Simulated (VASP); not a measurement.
# ScTiF5 (P4/mmm) in VASP: single point with PBE

Aim: the single point of ScTiF5 with PBE.

All numbers are computed with VASP 6.6.1; they aren't measurements. Logs are shortened: lines on timing, memory, paths and dates and some standing lists are left out, and cuts for length are marked.

**1. The cell of the first run**

Symmetry: P4/mmm, No. 123, tetragonal system. Conventional cell: a = 5.677 Å, b = 5.677 Å, c = 3.893 Å, α = 90.00°, β = 90.00°, γ = 90.00°. Within 2.7 Å of Sc (site symmetry 4/mmm) lie 4 F at 2.01 Å. Within 2.6 Å of Ti (site symmetry 4/mmm) lie 6 F at 1.95 to 2.00 Å. F (site symmetry m2m) has 1 Ti at 2.00 Å and 1 Sc at 2.01 Å and 6 F at 2.79 to 2.85 Å within 2.9 Å. Within 2.6 Å of F (site symmetry 4/mmm) lie 2 Ti at 1.95 Å.

**2. Single point, PBE, collinear spin**

INCAR

```
  PREC = Accurate
  ENCUT = 520
  EDIFF = 1E-7
  ISMEAR = 0
  SIGMA = 0.2
  LREAL = False
  LASPH = True
  NELM = 150
  ALGO = Normal
  ISIF = 2
  LWAVE = False
  LCHARG = False
  ISPIN = 2
  MAGMOM = 0 0.84 0 0 0 0 0
  LORBIT = 11
  LMAXMIX = 4
  GGA = PE
  NBANDS = 42
```

KPOINTS

```
regular mesh
0
Gamma
  6 4 4
```

POSCAR

```
ScTiF5
1.0
    0.0000000000      0.0000000000      3.8927733359
    5.6766770756      0.0000000000      0.0000000000
    0.0000000000      5.6766770756      0.0000000000
Sc Ti F
1 1 5
Direct
    0.5000000000      0.0000000000      0.0000000000
    0.5000000000      0.5000000000      0.5000000000
    0.5000000000      0.7491673048      0.7491673048
    0.5000000000      0.2508326952      0.2508326952
    0.5000000000      0.2508326952      0.7491673048
    0.5000000000      0.7491673048      0.2508326952
    0.0000000000      0.5000000000      0.5000000000
```

Potentials or basis: VASP PAW PBE potentials, release 64 (Sc_sv, Ti_sv, F).

The run is started by

```
$ cat potpaw_PBE.64/Sc_sv/POTCAR potpaw_PBE.64/Ti_sv/POTCAR potpaw_PBE.64/F/POTCAR > POTCAR
$ mpirun -np 1 vasp_std > vasp.out
```

OUTCAR:

```text
PREC = Accurate
   ENCUT = 520
   EDIFF = 1E-7
   ISMEAR = 0
   LREAL = False
   LASPH = True
   NELM = 150
   ISIF = 2
   ISPIN = 2
   LORBIT = 11
   GGA = PE

 ion  position               nearest neighbor table
   1  0.500  0.000  0.000-   3 2.01   4 2.01   5 2.01   6 2.01
   2  0.500  0.500  0.500-   7 1.95   7 1.95   5 2.00   6 2.00   3 2.00   4 2.00
   3  0.500  0.749  0.749-   2 2.00   1 2.01
   4  0.500  0.251  0.251-   2 2.00   1 2.01
   5  0.500  0.251  0.749-   2 2.00   1 2.01
   6  0.500  0.749  0.251-   2 2.00   1 2.01
   7  0.000  0.500  0.500-   2 1.95   2 1.95

  LATTYP: Found a simple tetragonal cell.
 ALAT       =     5.6766770756
 C/A-ratio  =     0.6857485962

  Lattice vectors:

 A1 = (   5.6766770756,   0.0000000000,   0.0000000000)
 A2 = (   0.0000000000,   5.6766770756,   0.0000000000)
 A3 = (   0.0000000000,   0.0000000000,   3.8927733359)

Analysis of symmetry for initial positions (statically):
=====================================================================
 Subroutine PRICEL returns:
 Original cell was already a primitive cell.

 Routine SETGRP: Setting up the symmetry group for a
 simple tetragonal supercell.

 Subroutine GETGRP returns: Found 16 space group operations
 (whereof 16 operations were pure point group operations)
 out of a pool of 16 trial point group operations.

The static configuration has the point symmetry D_4h.

Analysis of symmetry for dynamics (positions and initial velocities):
=====================================================================
 Subroutine PRICEL returns:
 Original cell was already a primitive cell.

 Routine SETGRP: Setting up the symmetry group for a
 simple tetragonal supercell.

 Subroutine GETGRP returns: Found 16 space group operations
 (whereof 16 operations were pure point group operations)
 out of a pool of 16 trial point group operations.

The dynamic configuration has the point symmetry D_4h.

Analysis of structural, dynamic, and magnetic symmetry:
=====================================================================
 Subroutine PRICEL returns:
 Original cell was already a primitive cell.

 Routine SETGRP: Setting up the symmetry group for a
 simple tetragonal supercell.

 Subroutine GETGRP returns: Found 16 space group operations
 (whereof 16 operations were pure point group operations)
 out of a pool of 16 trial point group operations.

The overall configuration has the point symmetry D_4h.

 Subroutine INISYM returns: Found 16 space group operations
 (whereof 16 operations are pure point group operations),
 and found     1 'primitive' translations

----------------------------------------------------------------------------------------

                                     Primitive cell

  volume of cell :     125.4433

  direct lattice vectors                    reciprocal lattice vectors
     0.000000000  0.000000000  3.892773336     0.000000000  0.000000000  0.256886264
     5.676677076  0.000000000  0.000000000     0.176159395  0.000000000  0.000000000
     0.000000000  5.676677076  0.000000000     0.000000000  0.176159395  0.000000000

  length of vectors
     3.892773336  5.676677076  5.676677076     0.256886264  0.176159395  0.176159395

  position of ions in fractional coordinates (direct lattice)
     0.500000000  0.000000000  0.000000000
     0.500000000  0.500000000  0.500000000
     0.500000000  0.749167305  0.749167305
     0.500000000  0.250832695  0.250832695
     0.500000000  0.250832695  0.749167305
     0.500000000  0.749167305  0.250832695
     0.000000000  0.500000000  0.500000000

  ion indices of the primitive-cell ions
   primitive index   ion index
                 1           1
                 2           2
                 3           3
                 4           4
                 5           5
                 6           6
                 7           7

----------------------------------------------------------------------------------------

 KPOINTS: regular mesh

Automatic generation of k-mesh.
 Grid dimensions read from file:
 generate k-points for:    6    4    4

 Generating k-lattice:
[... 44 lines left out ...]
   number of dos      NEDOS =    301   number of ions     NIONS =      7
   total plane-waves  NPLWV =  52920
   dimension x,y,z NGX =    30 NGY =   42 NGZ =   42
   dimension x,y,z NGXF=    60 NGYF=   84 NGZF=   84
   ions per type =               1   1   5
   NGX,Y,Z   is equivalent  to a cutoff of  12.81, 12.30, 12.30 a.u.
   NGXF,Y,Z  is equivalent  to a cutoff of  25.62, 24.60, 24.60 a.u.
 SYSTEM =  unknown system
   PREC   = accura    normal or accurate (medium, high low for compatibility)
   ISTART =      0    job   : 0-new  1-cont  2-samecut
   ICHARG =      2    charge: 1-file 2-atom 10-const
   ISPIN  =      2    spin polarized calculation?
   LNONCOLLINEAR =      F non collinear calculations
   LSORBIT =      F    spin-orbit coupling
   LASPH  =      T    aspherical Exc in radial PAW
   ENCUT  =  520.0 eV  38.22 Ry    6.18 a.u.   7.24 10.55 10.55*2*pi/ulx,y,z
   NELM   =    150;   NELMIN=  2; NELMDL= -5     # of ELM steps
   EDIFF  = 0.1E-06   stopping-criterion for ELM
   LREAL  =      F    real-space projection
   EDIFFG = 0.1E-05   stopping-criterion for IOM
   NSW    =      0    number of steps for IOM
   IBRION =     -1    ionic relax: 0-MD 1-quasi-New 2-CG
   NFREE  =      0    steps in history (QN), initial steepest desc. (CG)
   ISIF   =      2    stress and relaxation
   ISYM   =      2    0-nonsym 1-usesym 2-fastsym
   POTIM  = 0.5000    time-step for ionic-motion
   TEBEG  =    0.0;   TEEND  =   0.0 temperature during run
   PSTRESS=    0.0 pullay stress
   NELECT =      58.0000    total number of electrons
   NUPDOWN=      -1.0000    fix difference up-down
   EMIN   =  10.00;   EMAX   =-10.00  energy-range for DOS
   EFERMI =   0.00;   METHOD = LEGACY
   ISMEAR =     0;   SIGMA  =   0.20  broadening in eV -4-tet -1-fermi 0-gaus
   EFERMI_NEDOS =   21; number of points for ismear=-14 and -15
   IALGO  =     38    algorithm
   IMIX   =      4    mixing-type and parameters
     AMIX     =   0.40;   BMIX     =  1.00
     AMIX_MAG =   1.60;   BMIX_MAG =  1.00
  volume/ion in A,a.u.               =      17.92       120.93
  Fermi-wavevector in a.u.,A,eV,Ry     =   1.265907  2.392217 21.803602  1.602520
  Thomas-Fermi vector in A             =   2.399135
   LORBIT       =     11    0 simple, 1 ext, 2 COOP (PROOUT), +10 PAW based schemes
   GGA     = PE    functional components
   LHFCALC =     F    Hartree Fock is set to
   AEXX    =    0.0000 exact exchange contribution
   IVDW    =     0    specifies the selected vdW correction
   LEPSILON=     F    determine dielectric tensor
   LRPA    =     F    only Hartree local field effects (RPA)
 spin polarized calculation
 Gauss-broadening in eV      SIGMA  =   0.20
  energy-cutoff  :      520.00
  volume of cell :      125.44
 maximum number of plane-waves:      3414
 NGX is ok and might be reduce to    30
   NGX = 15   NGY = 21   NGZ = 21

 number of electron      57.9999987 magnetization       1.0418747

 Free energy of the ion-electron system (eV)
  ---------------------------------------------------
  ext. energy  EPLUGINS =         0.00000000
  ---------------------------------------------------
  free energy    TOTEN  =       -46.40746689 eV

  energy without entropy =      -46.31832243  energy(sigma->0) =      -46.36289466

 E-fermi :   1.9964     XC(G=0):  -7.9887

 val. band max:        1.9917130728   @ k =   0.1667   0.5000   0.2500
 cond. band min:       1.9979773614   @ k =   0.1667   0.2500   0.0000
 fundamental gap:      0.0062642886
 Fermi energy:         1.9964129081

 spin component 1

 k-point     1 :       0.0000    0.0000    0.0000
  band No.  band energies     occupation
      1     -57.1427      1.00000
      2     -48.8054      1.00000
      3     -33.4787      1.00000
      4     -33.4787      1.00000
      5     -33.4057      1.00000
      6     -27.7871      1.00000
[... 1045 lines left out ...]
     40       8.5449      0.00000
     41       8.5449      0.00000
 Fermi energy:         1.9964129081

 spin component 2

 k-point     1 :       0.0000    0.0000    0.0000
  band No.  band energies     occupation
      1     -56.1353      1.00000
      2     -48.7956      1.00000
      3     -32.5364      1.00000
      4     -32.5364      1.00000
      5     -32.3244      1.00000
      6     -27.7698      1.00000
[... 1045 lines left out ...]
     40       8.5700      0.00000
     41       8.5700      0.00000
 [bands above 41 left out]

------------------------ aborting loop because EDIFF is reached ----------------------------------------

  FORCE on cell =-STRESS in cart. coord.  units (eV):
  Direction    XX          YY          ZZ          XY          YZ          ZX
  --------------------------------------------------------------------------------------
  -------------------------------------------------------------------------------------
  Total        0.3272714      0.3272714     -0.0914756      0.0000000      0.0000000     -0.0000000
  in kB        4.1799505      4.1799505     -1.1683370      0.0000000      0.0000000     -0.0000000
  external PRESSURE =       2.3971880 kB  Pullay stress =       0.0000000 kB

 VOLUME and BASIS-vectors are now :
 -----------------------------------------------------------------------------
  energy-cutoff  :      520.00
  volume of cell :      125.44
      direct lattice vectors                 reciprocal lattice vectors
     0.000000000  0.000000000  3.892773336     0.000000000  0.000000000  0.256886264
     5.676677076  0.000000000  0.000000000     0.176159395  0.000000000  0.000000000
     0.000000000  5.676677076  0.000000000     0.000000000  0.176159395  0.000000000

 POSITION                                       TOTAL-FORCE (eV/Angst)
 -----------------------------------------------------------------------------------
      0.00000      0.00000      1.94639         0.000000      0.000000      0.000000
      2.83834      2.83834      1.94639         0.000000      0.000000      0.000000
      4.25278      4.25278      1.94639        -0.062885     -0.062885     -0.000000
      1.42390      1.42390      1.94639         0.062885      0.062885      0.000000
      1.42390      4.25278      1.94639         0.062885     -0.062885      0.000000
      4.25278      1.42390      1.94639        -0.062885      0.062885      0.000000
      2.83834      2.83834      0.00000         0.000000      0.000000      0.000000
 -----------------------------------------------------------------------------------
    total drift:                               -0.000000      0.000000      0.000000

  FREE ENERGIE OF THE ION-ELECTRON SYSTEM (eV)
  ---------------------------------------------------
  free  energy   TOTEN  =       -46.4074668865 eV

  energy  without entropy=      -46.3183224331  energy(sigma->0) =      -46.36289466

 total charge

# of ion       s       p       d       tot
------------------------------------------
    1        2.203   6.157   1.003   9.363
    2        2.147   6.170   1.782  10.100
    3        1.737   4.380   0.000   6.117
    4        1.737   4.380   0.000   6.117
    5        1.737   4.380   0.000   6.117
    6        1.737   4.380   0.000   6.117
    7        1.738   4.385   0.000   6.123
--------------------------------------------------
tot         13.036  34.233   2.785  50.054

 magnetization (x)

# of ion       s       p       d       tot
------------------------------------------
    1       -0.004  -0.000   0.010   0.006
    2        0.005   0.006   0.951   0.962
    3       -0.000  -0.001   0.000  -0.001
    4       -0.000  -0.001   0.000  -0.001
    5       -0.000  -0.001   0.000  -0.001
    6       -0.000  -0.001   0.000  -0.001
    7       -0.001  -0.018   0.000  -0.018
--------------------------------------------------
tot         -0.000  -0.014   0.961   0.946
```

It took 5.8 min on 1 thread of Intel Xeon Platinum 8375C at 2.90GHz (Ice Lake), shared host; peak memory 0.38 GiB.

Results:

* Free energy: -46.4075 eV
* Pressure: 0.2 GPa
* Largest force: 0.089 eV/Å
* Net moment: 1.04 μB per cell
* Site moments: Sc +0.01; Ti +0.96; F -0.00, -0.02 (each value once) μB
* Valence electrons inside the program's atomic spheres: Sc 9.36; Ti 10.10; F 6.12

Forces on the atoms (eV/Å):
```
Sc   0.000  0.000  0.000
Ti   0.000  0.000  0.000
F   -0.063 -0.063  0.000
F    0.063  0.063  0.000
F    0.063 -0.063  0.000
F   -0.063  0.063  0.000
F    0.000  0.000  0.000
```

Stress tensor (GPa, compression positive):
```
 0.42  0.00  0.00
 0.00  0.42  0.00
 0.00  0.00 -0.12
```

Levels at points of the mesh, in eV from the Fermi level:
Spin up:
| k point | band 25 | band 26 | band 27 | band 28 | band 29 | band 30 | band 31 | band 32 | band 33 | band 34 |
| --- | --- | --- | --- | --- | --- | --- | --- | --- | --- | --- |
| (0.00, 0.00, 0.00) | -5.95 | -5.91 | -5.91 | -5.37 | -0.67 | -0.33 | -0.33 | -0.15 | 1.59 | 1.66 |
| (0.50, 0.00, 0.00) | -5.90 | -5.87 | -5.87 | -5.36 | -0.12 | 0.44 | 0.44 | 1.61 | 1.61 | 1.68 |
| (0.00, 0.50, 0.00) | -6.21 | -6.18 | -5.75 | -5.73 | -0.54 | -0.26 | -0.23 | 0.14 | 1.71 | 1.88 |
| (0.50, 0.50, 0.00) | -5.86 | -5.74 | -5.73 | -5.66 | 0.17 | 0.54 | 0.59 | 1.42 | 1.48 | 2.08 |
| (0.00, 0.50, 0.50) | -6.15 | -6.12 | -6.12 | -5.95 | -0.48 | -0.32 | -0.32 | 0.22 | 1.52 | 1.91 |
| (0.50, 0.50, 0.50) | -6.29 | -6.29 | -5.87 | -5.87 | 0.24 | 0.46 | 0.46 | 1.56 | 1.56 | 1.75 |
Spin down:
| k point | band 25 | band 26 | band 27 | band 28 | band 29 | band 30 | band 31 | band 32 |
| --- | --- | --- | --- | --- | --- | --- | --- | --- |
| (0.00, 0.00, 0.00) | -5.94 | -5.91 | -5.91 | -5.37 | -0.74 | 0.72 | 0.84 | 0.84 |
| (0.50, 0.00, 0.00) | -5.90 | -5.87 | -5.87 | -5.36 | 0.76 | 1.23 | 1.23 | 2.07 |
| (0.00, 0.50, 0.00) | -6.20 | -6.17 | -5.75 | -5.73 | -0.61 | 0.99 | 1.01 | 1.15 |
| (0.50, 0.50, 0.00) | -5.86 | -5.74 | -5.73 | -5.66 | 1.18 | 1.44 | 1.49 | 1.72 |
| (0.00, 0.50, 0.50) | -6.14 | -6.13 | -6.13 | -5.94 | -0.56 | 0.87 | 0.87 | 1.21 |
| (0.50, 0.50, 0.50) | -6.28 | -6.28 | -5.87 | -5.87 | 1.24 | 1.25 | 1.25 | 1.95 |

Caveat: semilocal functionals often make such compounds metallic where correlation or magnetic order opens a gap, which also shifts bond lengths.
